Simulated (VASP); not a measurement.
# CuSi16 (a cell with a defect) in VASP: further runs

Runs on CuSi16 (a cell with a defect). Level: PBE. Tasks: single point.

Program: VASP 6.6.1. These are calculated values, not measurements. Logs are shortened: lines on timing, memory, paths and dates and some standing lists are left out, and cuts for length are marked.

## 1. The cell of the first run

The cell holds a defect, 17 atoms: a = 7.679 Å, b = 7.679 Å, c = 7.679 Å, α = 60.00°, β = 60.00°, γ = 60.00°.

## 2. Single point, PBE

File INCAR:

```
  PREC = Accurate
  ENCUT = 520
  EDIFF = 1E-7
  ISMEAR = 0
  SIGMA = 0.02
  LREAL = Auto
  LASPH = T
  NELM = 60
  ALGO = Normal
  ISIF = 2
  LWAVE = F
  LCHARG = T
  GGA = PE
  LELF = T
  LVHAR = T
  NELECT = 74.0
  NBANDS = 52
```

File KPOINTS:

```
regular mesh
0
Gamma
  2 2 2
```

File POSCAR:

```
CuSi16
1.0
    0.0000000000      5.4300000000      5.4300000000
    5.4300000000      0.0000000000      5.4300000000
    5.4300000000      5.4300000000      0.0000000000
Si Cu
16 1
Direct
   -0.0024679558      0.0077646409     -0.0011755064
    0.1125291897      0.1418093002      0.1214999079
   -0.0255648250      0.0096379374      0.5055635359
    0.1106917127      0.1247156538      0.6270456722
    0.0115684162      0.5130004604      0.0060104052
    0.1321105893      0.6340872007      0.1358406077
   -0.0040863720      0.4978022099      0.5080478821
    0.1163053407      0.6198423573      0.6370880295
    0.5029393186      0.0045540516     -0.0167490792
    0.6240516575      0.1262435543      0.1131069061
    0.4841832413     -0.0131327808      0.4852248619
    0.6037770718      0.1086498158      0.6157069061
    0.5059717311      0.4994680479     -0.0011568140
    0.6399627072      0.6153354512      0.1208129834
    0.5072950276      0.4784500921      0.5049460405
    0.6225558932      0.6138582873      0.6270417127
    0.3256666667      0.8290558011      0.3310333333
```

Potentials or basis: VASP PAW PBE potentials, release 64 (Si, Cu).

Started as:

```console
$ cat potpaw_PBE.64/Si/POTCAR potpaw_PBE.64/Cu/POTCAR > POTCAR
$ mpirun -np 1 vasp_std > vasp.out
```

OUTCAR:

```text
PREC = Accurate
   ENCUT = 520
   EDIFF = 1E-7
   ISMEAR = 0
   LREAL = Auto
   LASPH = T
   NELM = 60
   ISIF = 2
   GGA = PE
   NELECT = 74.0

 ion  position               nearest neighbor table
   1  0.998  0.008  0.999-   2 2.33   4 2.33  10 2.34   6 2.35
   2  0.113  0.142  0.121-   1 2.33   5 2.34   3 2.41  17 2.42   9 2.45
   3  0.974  0.010  0.506-  12 2.34   4 2.34  17 2.34   2 2.41   8 2.45
   4  0.111  0.125  0.627-   1 2.33   3 2.34   7 2.34  11 2.35
   5  0.012  0.513  0.006-   8 2.32   6 2.33   2 2.34  14 2.34
   6  0.132  0.634  0.136-   5 2.33   7 2.34   1 2.35  13 2.35
   7  0.996  0.498  0.508-   8 2.33   6 2.34   4 2.34  16 2.34
   8  0.116  0.620  0.637-   5 2.32   7 2.33  17 2.39   3 2.45  15 2.45
   9  0.503  0.005  0.983-  12 2.32  17 2.32  10 2.34  14 2.44   2 2.45
  10  0.624  0.126  0.113-   9 2.34  11 2.34  13 2.34   1 2.34
  11  0.484  0.987  0.485-  12 2.33  10 2.34  16 2.35   4 2.35  17 2.95
  12  0.604  0.109  0.616-   9 2.32  11 2.33  15 2.33   3 2.34
  13  0.506  0.499  0.999-  14 2.33  16 2.33  10 2.34   6 2.35
  14  0.640  0.615  0.121-  13 2.33   5 2.34  15 2.41  17 2.43   9 2.44
  15  0.507  0.478  0.505-  12 2.33  16 2.34  17 2.34  14 2.41   8 2.45
  16  0.623  0.614  0.627-  13 2.33  15 2.34   7 2.34  11 2.35
  17  0.326  0.829  0.331-   9 2.32  15 2.34   3 2.34   8 2.39   2 2.42  14 2.43  11 2.95

  LATTYP: Found a face centered cubic cell.
 ALAT       =    10.8600000000

  Lattice vectors:

 A1 = (   0.0000000000,   5.4300000000,   5.4300000000)
 A2 = (   5.4300000000,   0.0000000000,   5.4300000000)
 A3 = (   5.4300000000,   5.4300000000,   0.0000000000)

Analysis of symmetry for initial positions (statically):
=====================================================================
 Subroutine PRICEL returns:
 Original cell was already a primitive cell.

 Routine SETGRP: Setting up the symmetry group for a
 face centered cubic supercell.

 Subroutine GETGRP returns: Found  1 space group operations
 (whereof  1 operations were pure point group operations)
 out of a pool of 48 trial point group operations.

The static configuration has the point symmetry C_1 .

Analysis of symmetry for dynamics (positions and initial velocities):
=====================================================================
 Subroutine PRICEL returns:
 Original cell was already a primitive cell.

 Routine SETGRP: Setting up the symmetry group for a
 face centered cubic supercell.

 Subroutine GETGRP returns: Found  1 space group operations
 (whereof  1 operations were pure point group operations)
 out of a pool of 48 trial point group operations.

[... 121 lines left out ...]
   POTIM  = 0.5000    time-step for ionic-motion
   TEBEG  =    0.0;   TEEND  =   0.0 temperature during run
   PSTRESS=    0.0 pullay stress
   NELECT =      74.0000    total number of electrons
   NUPDOWN=      -1.0000    fix difference up-down
   EMIN   =  10.00;   EMAX   =-10.00  energy-range for DOS
   EFERMI =   0.00;   METHOD = LEGACY
   ISMEAR =     0;   SIGMA  =   0.02  broadening in eV -4-tet -1-fermi 0-gaus
   EFERMI_NEDOS =   21; number of points for ismear=-14 and -15
   IALGO  =     38    algorithm
   IMIX   =      4    mixing-type and parameters
     AMIX     =   0.40;   BMIX     =  1.00
     AMIX_MAG =   1.60;   BMIX_MAG =  1.00
  volume/ion in A,a.u.               =      18.84       127.11
  Fermi-wavevector in a.u.,A,eV,Ry     =   1.004636  1.898488 13.732283  1.009294
  Thomas-Fermi vector in A             =   2.137265
   LORBIT       =      0    0 simple, 1 ext, 2 COOP (PROOUT), +10 PAW based schemes
   GGA     = PE    functional components
   LHFCALC =     F    Hartree Fock is set to
   AEXX    =    0.0000 exact exchange contribution
   IVDW    =     0    specifies the selected vdW correction
   LEPSILON=     F    determine dielectric tensor
   LRPA    =     F    only Hartree local field effects (RPA)
 non-spin polarized calculation
 Gauss-broadening in eV      SIGMA  =   0.02
  energy-cutoff  :      520.00
  volume of cell :      320.21
 maximum number of plane-waves:      8646
 NGX is ok and might be reduce to    60
   NGX = 29   NGY = 29   NGZ = 29

 number of electron      74.0000000 magnetization

 Free energy of the ion-electron system (eV)
  ---------------------------------------------------
  ext. energy  EPLUGINS =         0.00000000
  ---------------------------------------------------
  free energy    TOTEN  =       -94.19720073 eV

  energy without entropy =      -94.19720059  energy(sigma->0) =      -94.19720066

 E-fermi :   6.4361     XC(G=0):  -9.6138

 val. band max:        6.3730953944   @ k =   0.0000   0.0000   0.0000
 cond. band min:       6.4991205314   @ k =   0.0000   0.0000   0.0000
 fundamental gap:      0.1260251370
 Fermi energy:         6.4361078730

 k-point     1 :       0.0000    0.0000    0.0000
  band No.  band energies     occupation
      1      -5.8936      2.00000
      2      -3.5392      2.00000
      3      -3.5017      2.00000
      4      -3.4866      2.00000
      5      -3.4683      2.00000
      6      -1.9602      2.00000
[... 405 lines left out ...]
     48      10.4436      0.00000
     49      10.4471      0.00000
 [bands above 49 left out]

------------------------ aborting loop because EDIFF is reached ----------------------------------------

  FORCE on cell =-STRESS in cart. coord.  units (eV):
  Direction    XX          YY          ZZ          XY          YZ          ZX
  --------------------------------------------------------------------------------------
  -------------------------------------------------------------------------------------
  Total       -1.5325116     -1.4194667     -0.7110359      0.7399220     -0.3347364     -0.1862991
  in kB       -7.6680487     -7.1024195     -3.5577273      3.7022610     -1.6748815     -0.9321630
  external PRESSURE =      -6.1093985 kB  Pullay stress =       0.0000000 kB

 VOLUME and BASIS-vectors are now :
 -----------------------------------------------------------------------------
  energy-cutoff  :      520.00
  volume of cell :      320.21
      direct lattice vectors                 reciprocal lattice vectors
     0.000000000  5.430000000  5.430000000    -0.092081031  0.092081031  0.092081031
     5.430000000  0.000000000  5.430000000     0.092081031 -0.092081031  0.092081031
     5.430000000  5.430000000  0.000000000     0.092081031  0.092081031 -0.092081031

 POSITION                                       TOTAL-FORCE (eV/Angst)
 -----------------------------------------------------------------------------------
      5.46578     10.84022      5.45876         0.000866     -0.005264     -0.004060
      1.42977      1.27078      1.38106        -0.005703     -0.005962      0.004809
      2.79754      8.03639      5.34352         0.007526     -0.011708     -0.020910
      4.08206      4.00591      1.27826        -0.000248     -0.000369      0.005448
      2.81823      0.09545      2.84841        -0.019381     -0.011536     -0.018854
      4.18071      1.45497      4.16045        -0.016118     -0.016873     -0.011004
[... 9 lines left out ...]
      6.73809      6.78532      6.71373        -0.004806      0.003032      0.002023
      6.29928      3.56588      6.27014         0.057346      0.065841      0.060746
 -----------------------------------------------------------------------------------
    total drift:                                0.002559      0.005529     -0.001966

  FREE ENERGIE OF THE ION-ELECTRON SYSTEM (eV)
  ---------------------------------------------------
  free  energy   TOTEN  =       -94.1972007302 eV

  energy  without entropy=      -94.1972005924  energy(sigma->0) =      -94.19720066
```

stdout:

```text
POSCAR found type information on POSCAR SiCu
 POSCAR found :  2 types and      17 ions
 scaLAPACK will be used
 LDA part: xc-table for (Slater+PW92), standard interpolation
 POSCAR, INCAR and KPOINTS ok, starting setup
 FFT: planning ... GRIDC
 FFT: planning ... GRID_SOFT
 FFT: planning ... GRID
 WAVECAR not read
 entering main loop
 the old and the new charge density differ
 old charge density:    75.00000 new   74.00000
    0.218E+01
```

Wall time 4.9 min (1 thread of Intel Xeon Platinum 8559C (Emerald Rapids), shared host); peak memory 0.49 GiB.

What came out:

```
Free energy   : -94.1972 eV
Largest force : 0.106 eV/Å
```

Forces in eV/Å, atoms in the order of the input:
```
Si   0.001 -0.005 -0.004
Si  -0.006 -0.006  0.005
Si   0.008 -0.012 -0.021
Si   0.000  0.000  0.005
Si  -0.019 -0.012 -0.019
Si  -0.016 -0.017 -0.011
Si  -0.004 -0.005  0.001
Si   0.000  0.003 -0.005
Si  -0.013 -0.009  0.003
Si   0.003  0.000 -0.004
Si  -0.002  0.000 -0.004
Si   0.000  0.012  0.009
Si  -0.004 -0.003 -0.006
Si   0.006 -0.011 -0.005
Si  -0.005 -0.004 -0.008
Si  -0.005  0.003  0.002
Cu   0.057  0.066  0.061
```

Caveat: the k points lie up to 0.50 Å⁻¹ apart; the cell carries a net charge on a neutralising background, which shifts energy and pressure; the cell is charged against a uniform background, so pressure and absolute levels hang on convention.

## 3. Single point, PBE

File INCAR:

```
SYSTEM = CuSi16
ALGO     = Normal         ! electronic algorithm
EDIFF    = 1E-6           ! SCF threshold, eV
ENCUT    = 520            ! plane-wave cutoff, eV
GGA      = PE             ! functional
ISIF     = 2              ! what is computed and relaxed
ISMEAR   = 0              ! smearing method
LASPH    = .TRUE.         ! aspherical terms in the spheres
LCHARG   = .FALSE.        ! write CHGCAR
LREAL    = Auto         
LWAVE    = .FALSE.        ! write WAVECAR
NBANDS   = 52             ! bands
NELECT   = 74.0         
NELM     = 60             ! most SCF steps
PREC     = Accurate       ! precision mode
SIGMA    = 0.02           ! smearing width, eV
```

File KPOINTS:

```
k-points
0
G
  2 2 2
  0 0 0
```

File POSCAR:

```
CuSi16
1.0
    0.0000000000      5.4300000000      5.4300000000
    5.4300000000      0.0000000000      5.4300000000
    5.4300000000      5.4300000000      0.0000000000
Si Cu
16 1
Direct
    0.0023266114      0.0011105893     -0.0019695212
    0.1171738490      0.1323237569      0.1239902394
   -0.0269745856      0.0071852670      0.5079464088
    0.1121087477      0.1246426335      0.6256582873
    0.0104196133      0.5034691529      0.0045895948
    0.1308804788      0.6286504604      0.1300930018
    0.0025813996      0.4969217311      0.5025830571
    0.1171674033      0.6236917127      0.6333189687
    0.5071411602      0.0021312155     -0.0168328729
    0.6280651013      0.1262000921      0.1122089319
    0.4892430939     -0.0148453039      0.4861626151
    0.6015357274      0.1155677716      0.6151176796
    0.5049551565      0.4987039595     -0.0000185083
    0.6362084715      0.6197782689      0.1202384899
    0.5069462247      0.4835425414      0.5029241252
    0.6283709945      0.6114814917      0.6274639963
    0.3398623389      0.8490813076      0.3486037753
```

Potentials or basis: VASP PAW PBE potentials, release 64 (Si, Cu).

Started as:

```console
$ cat potpaw_PBE.64/Si/POTCAR potpaw_PBE.64/Cu/POTCAR > POTCAR
$ mpirun -np 1 vasp_std > vasp.out
```

Wall time 5.8 min (1 thread of Intel Xeon Platinum 8559C (Emerald Rapids), shared host); peak memory 0.48 GiB.

It converged, with:

| Property | Result |
| --- | --- |
| Free energy | -94.2227 eV |
| Largest force | 0.039 eV/Å |

Forces on the atoms (eV/Å):
```
Si   0.007  0.005 -0.005
Si   0.000  0.014  0.005
Si   0.002 -0.030 -0.024
Si  -0.009  0.003  0.000
Si   0.006 -0.006 -0.007
Si  -0.011 -0.002  0.005
Si   0.007 -0.004  0.007
Si  -0.004  0.009  0.014
Si  -0.004 -0.022  0.011
Si  -0.005  0.005  0.000
Si   0.010  0.005  0.014
Si   0.012  0.015  0.015
Si   0.006 -0.002 -0.004
Si  -0.008  0.006  0.000
Si  -0.014  0.006 -0.023
Si  -0.003 -0.004  0.000
Cu   0.007  0.004 -0.009
```

Levels at points of the mesh, in eV from the Fermi level:
| k point | band 34 | band 35 | band 36 | band 37 | band 38 | band 39 | band 40 | band 41 |
| --- | --- | --- | --- | --- | --- | --- | --- | --- |
| (0.00, 0.00, 0.00) | -1.01 | -0.64 | -0.19 | -0.07 | 0.07 | 0.41 | 0.59 | 0.61 |
| (0.50, 0.00, 0.00) | -0.94 | -0.88 | -0.87 | -0.80 | 0.49 | 1.15 | 1.25 | 1.32 |
| (0.00, 0.50, 0.00) | -0.94 | -0.90 | -0.84 | -0.74 | 0.55 | 1.12 | 1.26 | 1.31 |
| (0.00, 0.00, 0.50) | -0.94 | -0.90 | -0.84 | -0.74 | 0.55 | 1.13 | 1.26 | 1.31 |
| (0.50, 0.50, 0.50) | -0.91 | -0.89 | -0.65 | -0.52 | 0.53 | 1.00 | 1.34 | 1.37 |
| (0.50, 0.50, 0.00) | -1.54 | -1.46 | -1.43 | -1.08 | 0.66 | 0.99 | 1.94 | 2.06 |
| (0.00, 0.50, 0.50) | -1.51 | -1.50 | -1.41 | -1.11 | 0.67 | 0.99 | 1.96 | 2.05 |
| (0.50, 0.00, 0.50) | -1.54 | -1.46 | -1.43 | -1.08 | 0.65 | 0.99 | 1.94 | 2.06 |

Caveat: the k points lie up to 0.50 Å⁻¹ apart; the cell carries a net charge on a neutralising background, which shifts energy and pressure; the cell is charged against a uniform background, so pressure and absolute levels hang on convention.
